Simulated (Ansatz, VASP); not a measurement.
**One calculation of TiPt3, two programs**

```
Ti Pt
1.0
     3.94818    0.00000    0.00000
     0.00000    3.94818    0.00000
     0.00000    0.00000    3.94818
Ti Pt
1 3
Cartesian
  0.0000 0.0000 0.0000
  0.0000 1.9741 1.9741
  1.9741 0.0000 1.9741
  1.9741 1.9741 0.0000
```

Alike in both runs: functional PBE; k mesh 10 × 10 × 10; occupations gaussian, width 0.1 eV; no spin polarisation.

Ansatz relaxed the structure, and its values are those at the end. VASP's run is a single point on that final structure, the one shown.

```csv
,VASP,Ansatz
version,VASP 6.6.1,Ansatz 0.2.0
potentials or method,"VASP PAW PBE potentials, release 64 (Ti_sv, Pt), cutoff 520 eV","scalar-relativistic, plane waves, PAW"
valence electrons in the cell,42,66
```

Ansatz gave:

- gap on the k mesh at the Fermi level (eV): none
- pressure (GPa): 0.0

Q: What did VASP give for the same quantities?

A: gap on the k mesh at the Fermi level (eV): none; pressure (GPa): -0.3.

A gap of «none» marks a metal or a gap that the smearing closes. With one functional, cell and mesh, what is left measures potentials, basis and numerics. VASP's potentials hold 42 valence electrons a cell and Ansatz's 66, so a difference there can come from the potentials and not from the codes.

Spin-orbit coupling is off throughout.
